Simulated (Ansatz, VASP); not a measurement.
# Two plane-wave programs on KI

The input INCAR:

```
PREC     = Accurate       # precision mode
ENCUT    = 520            # plane-wave cutoff, eV
EDIFF    = 1E-7           # SCF threshold, eV
ISMEAR   = 0              # smearing method
SIGMA    = 0.05           # smearing width, eV
LREAL    = F              # projectors in reciprocal space
LASPH    = T              # aspherical terms in the spheres
NELM     = 100            # most SCF steps
ALGO     = Normal         # electronic algorithm
ISIF     = 2              # what is computed and relaxed
LWAVE    = F              # write WAVECAR
LCHARG   = F              # write CHGCAR
GGA      = PE             # functional
NBANDS   = 15             # bands
```

KPOINTS

```
regular mesh
0
Gamma
  6 6 6
```

Contents of POSCAR:

```
KI
1.0
    0.0000000000      3.5873258652      3.5873258652
    3.5873258652      0.0000000000      3.5873258652
    3.5873258652      3.5873258652      0.0000000000
K I
1 1
Direct
   -0.0711393416     -0.0711393416      0.0711393416
    0.5219174889      0.5219174889      0.4780825111
```

Input for Ansatz:

```yaml
crystal:
  lattice:
    - [0.0, 3.5873258652, 3.5873258652]
    - [3.5873258652, 0.0, 3.5873258652]
    - [3.5873258652, 3.5873258652, 0.0]
  atoms:
    - { symbol: K, position: [-0.0711393416, -0.0711393416, 0.0711393416] }
    - { symbol: I, position: [0.5219174889, 0.5219174889, 0.4780825111] }
basis:
  ecutwfc: 420
kpoints:
  mp_grid: { grid: [6, 6, 6] }
hamiltonian:
  xc: pbe
scf:
  occupations: { method: gaussian, width: 0.05 }
output:
  forces: true
  stress: true
  eigenvalues: true
```

Change from the starting cell: mode 6 frozen in at -0.510 Å, equal normal strain along x and y +0.0000.

Alike in both runs: task single point; functional PBE; k mesh 6 × 6 × 6; occupations gaussian, width 0.05 eV; no spin polarisation.

```csv
,VASP,Ansatz
version,VASP 6.6.1,Ansatz 0.2.0
potentials or method,"VASP PAW PBE potentials, release 64 (K_sv, I), cutoff 520 eV","scalar-relativistic, plane waves, PAW"
valence electrons in the cell,16,26
```

|  | VASP | Ansatz | Ansatz less VASP |
| --- | --- | --- | --- |
| gap on the k mesh at the Fermi level (eV) | 3.92 | 3.93 | +0.005 |
| least direct gap on the mesh (eV) | 3.92 | 3.93 | +0.005 |
| pressure (GPa) | 2.1 | 2.0 | -0.04 |
| traceless stress, the component that is largest in VASP (GPa) | 4.56 | 4.51 | -0.045 |
| rms of the force components (eV/Å) | 0.842 | 0.833 | -0.0087 |

Atom by atom the forces differ by 0.009 eV/Å (rms over components). The functional is the same, so the differences come from potentials, cutoffs and numerics. VASP's potentials hold 16 valence electrons a cell and Ansatz's 26, so a difference there can come from the potentials and not from the codes.

Neither program's run includes spin-orbit coupling.
